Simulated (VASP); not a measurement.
The system is HfC.

```xyz
4
Lattice="3.3429 0.0000 0.0000 -1.6714 2.8950 0.0000 0.0000 0.0000 5.2027" Properties=species:S:1:pos:R:3 pbc="T T T"
Hf    1.6714    0.9650    3.9020
Hf    0.0000    1.9300    1.3007
C     0.0000    0.0000    0.0000
C     0.0000    0.0000    2.6014
```

```yaml
Program: VASP 6.6.1
Task: relaxation of cell and atoms
Functional: PBEsol
Potentials_or_basis: VASP PAW PBE potentials, release 64 (Hf_pv, C)
Cutoff: 600 eV
k_mesh: 8 × 8 × 5
Occupations: fermi-dirac, width 0.1 eV
Spin: no spin polarisation
```

At the start: pressure -7.9 GPa; volume 12.59 Å³/atom.

Where does the relaxation end?

Over 6 steps the energy falls by 11.8 meV/atom and the volume is 12.18 Å³/atom (-3.3 %); space group P6_3/mmc (No. 194, to 0.05 Å).

The path:
| step | energy change (eV) | largest force (eV/Å) | pressure (GPa) | volume (Å³) |
| --- | --- | --- | --- | --- |
| 1 | 0.0000 | 0.0000 | -7.94 | 50.35 |
| 2 | 0.0894 | 0.0000 | 16.61 | 45.94 |
| 3 | -0.0447 | 0.0000 | 0.03 | 48.68 |
| 4 | -0.0447 | 0.0000 | 0.20 | 48.65 |
| 5 | -0.0467 | 0.0000 | 0.10 | 48.68 |
| 6 | -0.0471 | 0.0000 | 0.03 | 48.71 |

Final structure:
```xyz
4
Lattice="3.2885 0.0000 0.0000 -1.6442 2.8479 0.0000 0.0000 0.0000 5.2005" Properties=species:S:1:pos:R:3 pbc="T T T"
Hf    1.6442    0.9493    3.9004
Hf    0.0000    1.8986    1.3001
C    -1.6442    2.8479    0.0000
C    -1.6442    2.8479    2.6003
```

Caveat: the PAW data sets were made with another functional, which shifts forces and pressure a little.
